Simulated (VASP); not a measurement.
# ZrS2 (P-3m1) in VASP: settings compared

Aim: see how the results for ZrS2 move with the level of theory and the settings. Levels: BLYP, PBEsol, revPBE. Tasks: single point.

All numbers are computed with VASP 6.6.1; they aren't measurements. Logs are shortened: lines on timing, memory, paths and dates and some standing lists are left out, and cuts for length are marked.

### Step 1. The cell of the first run

It takes space group P-3m1 (No. 164, trigonal). Conventional cell: a = 3.691 Å, b = 3.691 Å, c = 6.041 Å, α = 90.00°, β = 90.00°, γ = 120.00°. Zr (site symmetry -3m) has 6 S at 2.57 Å within 3.4 Å. Within 3.4 Å of S (site symmetry 3m) lie 3 Zr at 2.57 Å.

### Step 2. Single point, BLYP

Contents of INCAR:

```
AGGAC = 1.0 ; AGGAX = 1.0
ALDAC = 0.0 ; ALDAX = 1.0
ALGO = Normal ; EDIFF = 1E-6
ENCUT = 500 ; GGA = B5
GGA_COMPAT = F ; ISIF = 2
ISMEAR = 0 ; LASPH = T
LCHARG = T ; LELF = T
LREAL = F ; LVHAR = T
LWAVE = F ; NBANDS = 19
NELM = 120 ; PREC = Accurate
SIGMA = 0.01
```

Contents of KPOINTS:

```
k-points
0
Gamma
  6 6 3
```

Contents of POSCAR:

```
ZrS2
1.0
    3.6913830000      0.0000000000      0.0000000000
   -1.8456915000      3.1968314531      0.0000000000
    0.0000000000      0.0000000000      6.0410770000
Zr S
1 2
Direct
    0.0000000000      0.0000000000      0.0000000000
    0.6666666667      0.3333333333      0.7620900000
    0.3333333333      0.6666666667      0.2379100000
```

Potentials or basis: VASP PAW PBE potentials, release 64 (Zr_sv, S).

The run is started by

```
cat potpaw_PBE.64/Zr_sv/POTCAR potpaw_PBE.64/S/POTCAR > POTCAR
mpirun -np 1 vasp_std > vasp.out
```

OUTCAR:

```text
EDIFF = 1E-6
   ENCUT = 500
   GGA = B5
   ISIF = 2
   ISMEAR = 0
   LASPH = T
   LREAL = F
   NELM = 120
   PREC = Accurate

 ion  position               nearest neighbor table
   1  0.000  0.000  0.000-   2 2.57   3 2.57   2 2.57   3 2.57   2 2.57   3 2.57
   2  0.667  0.333  0.762-   1 2.57   1 2.57   1 2.57
   3  0.333  0.667  0.238-   1 2.57   1 2.57   1 2.57

  LATTYP: Found a hexagonal cell.
 ALAT       =     3.6913830000
 C/A-ratio  =     1.6365348705

  Lattice vectors:

 A1 = (   3.6913830000,   0.0000000000,   0.0000000000)
 A2 = (  -1.8456915000,   3.1968314531,   0.0000000000)
 A3 = (   0.0000000000,   0.0000000000,   6.0410770000)

Analysis of symmetry for initial positions (statically):
=====================================================================
 Subroutine PRICEL returns:
 Original cell was already a primitive cell.

 Routine SETGRP: Setting up the symmetry group for a
 hexagonal supercell.

 Subroutine GETGRP returns: Found 12 space group operations
 (whereof 12 operations were pure point group operations)
 out of a pool of 24 trial point group operations.

The static configuration has the point symmetry D_3d.

Analysis of symmetry for dynamics (positions and initial velocities):
=====================================================================
 Subroutine PRICEL returns:
 Original cell was already a primitive cell.

 Routine SETGRP: Setting up the symmetry group for a
 hexagonal supercell.

 Subroutine GETGRP returns: Found 12 space group operations
 (whereof 12 operations were pure point group operations)
 out of a pool of 24 trial point group operations.

The dynamic configuration has the point symmetry D_3d.

 Subroutine INISYM returns: Found 12 space group operations
 (whereof 12 operations are pure point group operations),
 and found     1 'primitive' translations

----------------------------------------------------------------------------------------

                                     Primitive cell

  volume of cell :      71.2891

  direct lattice vectors                    reciprocal lattice vectors
     3.691383000  0.000000000  0.000000000     0.270901177  0.156404868  0.000000000
    -1.845691500  3.196831453  0.000000000     0.000000000  0.312809735  0.000000000
     0.000000000  0.000000000  6.041077000     0.000000000  0.000000000  0.165533397

  length of vectors
     3.691383000  3.691383000  6.041077000     0.312809735  0.312809735  0.165533397

  position of ions in fractional coordinates (direct lattice)
     0.000000000  0.000000000  0.000000000
     0.666666667  0.333333333  0.762090000
     0.333333333  0.666666667  0.237910000

  ion indices of the primitive-cell ions
   primitive index   ion index
                 1           1
                 2           2
                 3           3

----------------------------------------------------------------------------------------

 KPOINTS: k-points

Automatic generation of k-mesh.
 Grid dimensions read from file:
 generate k-points for:    6    6    3

 Generating k-lattice:

  Cartesian coordinates                     Fractional coordinates (reciprocal lattice)
     0.045150196  0.026067478  0.000000000     0.166666667  0.000000000  0.000000000
     0.000000000  0.052134956  0.000000000     0.000000000  0.166666667  0.000000000
     0.000000000  0.000000000  0.055177799     0.000000000  0.000000000  0.333333333

  Length of vectors
     0.052134956  0.052134956  0.055177799

  Shift w.r.t. Gamma in fractional coordinates (k-lattice)
     0.000000000  0.000000000  0.000000000

 Subroutine IBZKPT returns following result:
 ===========================================

 Found     17 irreducible k-points:

 Following reciprocal coordinates:
            Coordinates               Weight
  0.000000  0.000000  0.000000      1.000000
  0.166667  0.000000  0.000000      6.000000
  0.333333  0.000000  0.000000      6.000000
  0.500000  0.000000  0.000000      3.000000
  0.166667  0.166667  0.000000      6.000000
  0.333333  0.166667  0.000000     12.000000
[... 9 lines left out ...]
 -0.166667  0.500000  0.333333     12.000000
  0.333333  0.333333  0.333333      4.000000
   k-points           NKPTS =     17   k-points in BZ     NKDIM =     17   number of bands    NBANDS=     19
   number of dos      NEDOS =    301   number of ions     NIONS =      3
   total plane-waves  NPLWV =  37632
   dimension x,y,z NGX =    28 NGY =   28 NGZ =   48
   dimension x,y,z NGXF=    56 NGYF=   56 NGZF=   96
   ions per type =               1   2
   NGX,Y,Z   is equivalent  to a cutoff of  12.61, 12.61, 13.21 a.u.
   NGXF,Y,Z  is equivalent  to a cutoff of  25.22, 25.22, 26.42 a.u.
 SYSTEM =  unknown system
   PREC   = accura    normal or accurate (medium, high low for compatibility)
   ISTART =      0    job   : 0-new  1-cont  2-samecut
   ICHARG =      2    charge: 1-file 2-atom 10-const
   ISPIN  =      1    spin polarized calculation?
   LNONCOLLINEAR =      F non collinear calculations
   LSORBIT =      F    spin-orbit coupling
   LASPH  =      T    aspherical Exc in radial PAW
   ENCUT  =  500.0 eV  36.75 Ry    6.06 a.u.   6.73  6.73 11.01*2*pi/ulx,y,z
   NELM   =    120;   NELMIN=  2; NELMDL= -5     # of ELM steps
   EDIFF  = 0.1E-05   stopping-criterion for ELM
   LREAL  =      F    real-space projection
   EDIFFG = 0.1E-04   stopping-criterion for IOM
   NSW    =      0    number of steps for IOM
   IBRION =     -1    ionic relax: 0-MD 1-quasi-New 2-CG
   NFREE  =      0    steps in history (QN), initial steepest desc. (CG)
   ISIF   =      2    stress and relaxation
   ISYM   =      2    0-nonsym 1-usesym 2-fastsym
   POTIM  = 0.5000    time-step for ionic-motion
   TEBEG  =    0.0;   TEEND  =   0.0 temperature during run
   PSTRESS=    0.0 pullay stress
   NELECT =      24.0000    total number of electrons
   NUPDOWN=      -1.0000    fix difference up-down
   EMIN   =  10.00;   EMAX   =-10.00  energy-range for DOS
   EFERMI =   0.00;   METHOD = LEGACY
   ISMEAR =     0;   SIGMA  =   0.01  broadening in eV -4-tet -1-fermi 0-gaus
   EFERMI_NEDOS =   21; number of points for ismear=-14 and -15
   IALGO  =     38    algorithm
   IMIX   =      4    mixing-type and parameters
     AMIX     =   0.40;   BMIX     =  1.00
     AMIX_MAG =   1.60;   BMIX_MAG =  1.00
  volume/ion in A,a.u.               =      23.76       160.36
  Fermi-wavevector in a.u.,A,eV,Ry     =   1.138861  2.152136 17.646825  1.297005
  Thomas-Fermi vector in A             =   2.275565
   LORBIT       =      0    0 simple, 1 ext, 2 COOP (PROOUT), +10 PAW based schemes
   GGA     = B5    functional components
   LHFCALC =     F    Hartree Fock is set to
   AEXX    =    0.0000 exact exchange contribution
   IVDW    =     0    specifies the selected vdW correction
   LEPSILON=     F    determine dielectric tensor
   LRPA    =     F    only Hartree local field effects (RPA)
 non-spin polarized calculation
 Gauss-broadening in eV      SIGMA  =   0.01
  energy-cutoff  :      500.00
  volume of cell :       71.29
 maximum number of plane-waves:      1818
 NGX is ok and might be reduce to    28
   NGX = 13   NGY = 13   NGZ = 23

 number of electron      23.9999999 magnetization

 Free energy of the ion-electron system (eV)
  ---------------------------------------------------
  ext. energy  EPLUGINS =         0.00000000
  ---------------------------------------------------
  free energy    TOTEN  =       -19.54282380 eV

  energy without entropy =      -19.54282380  energy(sigma->0) =      -19.54282380

 E-fermi :   4.6380     XC(G=0):  -8.8143

 val. band max:        4.4470877751   @ k =   0.0000   0.0000   0.0000
 cond. band min:       5.6054021625   @ k =   0.5000   0.0000   0.3333
 fundamental gap:      1.1583143873
 Fermi energy:         4.6380170574

 k-point     1 :       0.0000    0.0000    0.0000
  band No.  band energies     occupation
      1     -44.4752      2.00000
      2     -22.6020      2.00000
      3     -22.4677      2.00000
      4     -22.4677      2.00000
      5      -8.0253      2.00000
      6      -6.6674      2.00000
[... 11 lines left out ...]
     18      10.4337      0.00000
     19      10.6494      0.00000

 k-point     2 :       0.1667    0.0000    0.0000
  band No.  band energies     occupation
      1     -44.4709      2.00000
      2     -22.5891      2.00000
      3     -22.5287      2.00000
      4     -22.4809      2.00000
      5      -7.7654      2.00000
      6      -6.7346      2.00000
[... 11 lines left out ...]
     18      11.4881      0.00000
     19      12.1073      0.00000

 k-point     3 :       0.3333    0.0000    0.0000
  band No.  band energies     occupation
      1     -44.4623      2.00000
      2     -22.6490      2.00000
      3     -22.5619      2.00000
      4     -22.5070      2.00000
      5      -7.2405      2.00000
      6      -6.8148      2.00000
[... 11 lines left out ...]
     18      12.1156      0.00000
     19      12.8047      0.00000

 k-point     4 :       0.5000    0.0000    0.0000
  band No.  band energies     occupation
      1     -44.4580      2.00000
      2     -22.7074      2.00000
      3     -22.5487      2.00000
      4     -22.5201      2.00000
      5      -7.1093      2.00000
      6      -6.6790      2.00000
[... 11 lines left out ...]
     18      11.4151      0.00000
     19      12.4835      0.00000

 k-point     5 :       0.1667    0.1667    0.0000
  band No.  band energies     occupation
      1     -44.4645      2.00000
      2     -22.6071      2.00000
      3     -22.5697      2.00000
      4     -22.5120      2.00000
      5      -7.3504      2.00000
      6      -6.8261      2.00000
[... 11 lines left out ...]
     18      12.8254      0.00000
     19      13.4899      0.00000

 k-point     6 :       0.3333    0.1667    0.0000
  band No.  band energies     occupation
      1     -44.4580      2.00000
      2     -22.6760      2.00000
      3     -22.5543      2.00000
      4     -22.5470      2.00000
      5      -7.0060      2.00000
      6      -6.7890      2.00000
[... 11 lines left out ...]
     18      12.4903      0.00000
     19      12.9289      0.00000

 k-point     7 :       0.3333    0.3333    0.0000
  band No.  band energies     occupation
      1     -44.4558      2.00000
      2     -22.6324      2.00000
      3     -22.6324      2.00000
      4     -22.5428      2.00000
      5      -6.8287      2.00000
      6      -6.8287      2.00000
[... 11 lines left out ...]
     18      12.4294      0.00000
     19      14.3724      0.00000

 k-point     8 :       0.0000    0.0000    0.3333
  band No.  band energies     occupation
      1     -44.4752      2.00000
      2     -22.6023      2.00000
      3     -22.4677      2.00000
      4     -22.4677      2.00000
      5      -7.8936      2.00000
      6      -6.8711      2.00000
[... 102 lines left out ...]
 k-point    13 :       0.5000    0.0000    0.3333
  band No.  band energies     occupation
      1     -44.4580      2.00000
      2     -22.7073      2.00000
      3     -22.5488      2.00000
      4     -22.5200      2.00000
      5      -7.1585      2.00000
      6      -6.6161      2.00000
[... 11 lines left out ...]
     18      10.8535      0.00000
     19      11.9310      0.00000

 k-point    14 :       0.1667    0.1667    0.3333
  band No.  band energies     occupation
      1     -44.4645      2.00000
      2     -22.6071      2.00000
      3     -22.5699      2.00000
      4     -22.5120      2.00000
      5      -7.2520      2.00000
      6      -6.9360      2.00000
[... 11 lines left out ...]
     18      12.9574      0.00000
     19      13.2859      0.00000

 k-point    15 :       0.3333    0.1667    0.3333
  band No.  band energies     occupation
      1     -44.4580      2.00000
      2     -22.6759      2.00000
      3     -22.5544      2.00000
      4     -22.5470      2.00000
      5      -7.0132      2.00000
      6      -6.7807      2.00000
[... 11 lines left out ...]
     18      11.7383      0.00000
     19      12.9844      0.00000

 k-point    16 :      -0.1667    0.5000    0.3333
  band No.  band energies     occupation
      1     -44.4580      2.00000
      2     -22.6759      2.00000
      3     -22.5544      2.00000
      4     -22.5470      2.00000
      5      -7.0595      2.00000
      6      -6.7272      2.00000
[... 11 lines left out ...]
     18      12.0105      0.00000
     19      12.5549      0.00000

 k-point    17 :       0.3333    0.3333    0.3333
  band No.  band energies     occupation
      1     -44.4558      2.00000
      2     -22.6323      2.00000
      3     -22.6323      2.00000
      4     -22.5429      2.00000
      5      -6.8303      2.00000
      6      -6.8303      2.00000
[... 11 lines left out ...]
     18      12.7709      0.00000
     19      13.5128      0.00000

------------------------ aborting loop because EDIFF is reached ----------------------------------------

  FORCE on cell =-STRESS in cart. coord.  units (eV):
  Direction    XX          YY          ZZ          XY          YZ          ZX
  --------------------------------------------------------------------------------------
  -------------------------------------------------------------------------------------
  Total        2.0055926      2.0055926      1.6648550     -0.0000000      0.0000000      0.0000000
  in kB       45.0744136     45.0744136     37.4165528     -0.0000000      0.0000000      0.0000000
  external PRESSURE =      42.5217933 kB  Pullay stress =       0.0000000 kB

 VOLUME and BASIS-vectors are now :
 -----------------------------------------------------------------------------
  energy-cutoff  :      500.00
  volume of cell :       71.29
      direct lattice vectors                 reciprocal lattice vectors
     3.691383000  0.000000000  0.000000000     0.270901177  0.156404868  0.000000000
    -1.845691500  3.196831453  0.000000000     0.000000000  0.312809735  0.000000000
     0.000000000  0.000000000  6.041077000     0.000000000  0.000000000  0.165533397

 POSITION                                       TOTAL-FORCE (eV/Angst)
 -----------------------------------------------------------------------------------
      0.00000      0.00000      0.00000        -0.000000      0.000000      0.000000
      1.84569      1.06561      4.60384         0.000000      0.000000     -0.282816
     -0.00000      2.13122      1.43723        -0.000000     -0.000000      0.282816
 -----------------------------------------------------------------------------------
    total drift:                                0.000000      0.000000     -0.000000

  FREE ENERGIE OF THE ION-ELECTRON SYSTEM (eV)
  ---------------------------------------------------
  free  energy   TOTEN  =       -19.5428238027 eV

  energy  without entropy=      -19.5428238027  energy(sigma->0) =      -19.54282380
```

Wall time 63 s (1 thread of Intel Xeon 8259CL, shared host); peak memory 0.19 GiB.

What came out:

```yaml
Free_energy: -19.5428 eV
Pressure: 4.3 GPa
Largest_force: 0.283 eV/Å
Band_gap_on_the_k_mesh: 1.16 eV (least direct gap 1.63 eV)
```

Forces on the atoms (eV/Å):
```
Zr   0.000  0.000  0.000
S    0.000  0.000 -0.283
S    0.000  0.000  0.283
```

Stress tensor (GPa, compression positive):
```
4.51 0.00 0.00
0.00 4.51 0.00
0.00 0.00 3.74
```

Caveat: the cell stands under pressure; the PAW data sets were made with another functional, which shifts forces and pressure a little; this functional lacks dispersion, which binds layers or chains, so the pressure and a relaxed spacing across them are unreliable.

### Step 3. Single point, PBEsol

Contents of INCAR:

```
  PREC = Accurate
  ENCUT = 500
  EDIFF = 1E-6
  ISMEAR = 0
  SIGMA = 0.01
  LREAL = False
  LASPH = True
  NELM = 120
  ALGO = Normal
  ISIF = 2
  LWAVE = False
  LCHARG = False
  GGA = PS
  NBANDS = 19
  GGA_COMPAT = False
```

Contents of KPOINTS:

```
Automatic mesh
0
Gamma
  6 6 3
```

POSCAR is that of step 2.

Potentials or basis: VASP PAW PBE potentials, release 64 (Zr_sv, S).

The run is started by

```
cat potpaw_PBE.64/Zr_sv/POTCAR potpaw_PBE.64/S/POTCAR > POTCAR
mpirun -np 1 vasp_std > vasp.out
```

Wall time 45 s (1 thread of Intel Xeon 8259CL, shared host); peak memory 0.19 GiB.

Results (log left out):

* Free energy: -22.5272 eV
* Pressure: -2.4 GPa
* Largest force: 0.143 eV/Å
* Band gap on the k mesh: 1.06 eV (least direct gap 1.58 eV)

Forces in eV/Å, atoms in the order of the input:
```
Zr   0.000  0.000  0.000
S    0.000  0.000  0.143
S    0.000  0.000 -0.143
```

Stress tensor (GPa, compression positive):
```
-2.98  0.00  0.00
 0.00 -2.98  0.00
 0.00  0.00 -1.33
```

Levels at points of the mesh, in eV from the valence-band top:
```tsv
k point	band 10	band 11	band 12	band 13	band 14	band 15
(0.00, 0.00, 0.00)	-0.03	-0.03	0.00	1.58	1.58	2.42
(0.50, 0.00, 0.00)	-2.34	-1.63	-1.12	1.18	3.25	3.51
```

Caveat: the PAW data sets were made with another functional, which shifts forces and pressure a little; this functional lacks dispersion, which binds layers or chains, so the pressure and a relaxed spacing across them are unreliable. A k mesh can miss the band edges.

### Step 4. Single point, revPBE

Contents of INCAR:

```
PREC = Accurate
ENCUT = 500
EDIFF = 1E-6
ISMEAR = 0
SIGMA = 0.01
LREAL = False
LASPH = True
NELM = 120
ALGO = Normal
ISIF = 2
LWAVE = False
LCHARG = False
GGA = RE
NBANDS = 19
GGA_COMPAT = False
```

KPOINTS is that of step 3.

POSCAR is that of step 3.

The run is started by

```
cat potpaw_PBE.64/Zr_sv/POTCAR potpaw_PBE.64/S/POTCAR > POTCAR
mpirun -np 1 vasp_std > vasp.out
```

Run time: 42 s. Hardware: 1 thread of Intel Xeon 8259CL, shared host; peak memory 0.19 GiB.

It converged, with:

```yaml
Free_energy: -20.5227 eV
Pressure: 2.0 GPa
Largest_force: 0.097 eV/Å
Band_gap_on_the_k_mesh: 1.17 eV (least direct gap 1.67 eV)
```

Forces on the atoms (eV/Å):
```
Zr   0.000  0.000  0.000
S    0.000  0.000 -0.097
S    0.000  0.000  0.097
```

Stress tensor (GPa, compression positive):
```
1.69 0.00 0.00
0.00 1.69 0.00
0.00 0.00 2.66
```

Levels at points of the mesh, in eV from the valence-band top:
```
           k point  band 10  band 11  band 12  band 13  band 14  band 15
(0.00, 0.00, 0.00)    -0.04    -0.04     0.00     1.67     1.67     2.52
(0.50, 0.00, 0.00)    -2.29    -1.58    -1.11     1.27     3.32     3.58
```

Caveat: the PAW data sets were made with another functional, which shifts forces and pressure a little; this functional lacks dispersion, which binds layers or chains, so the pressure and a relaxed spacing across them are unreliable. A k mesh can miss the band edges.

### Step 5. Overview

```tsv
level	gap on the mesh (eV)	pressure (GPa)	largest force (eV/Å)
BLYP	1.16	4.3	0.28
PBEsol	1.06	-2.4	0.14
revPBE	1.17	2.0	0.10
```

Alike in all rows: task single point; potentials or basis VASP PAW PBE potentials, release 64 (Zr_sv, S); no spin polarisation; cell as given; k mesh 6 × 6 × 3; cutoff (eV) 500; smearing gaussian 0.01 eV.

On the cell as given the gap runs from 1.06 eV (PBEsol) to 1.17 eV (revPBE). The pressure there spans -2.4 GPa (PBEsol) to 4.3 GPa (BLYP); a positive pressure means that this level wants a larger cell, a negative one a smaller.

Caveats: the PAW data sets were made with another functional, which shifts forces and pressure a little; this functional lacks dispersion, which binds layers or chains, so the pressure and a relaxed spacing across them are unreliable; the cell stands under pressure (at least some runs).

Absolute energies hang on the potentials; compare differences alone.
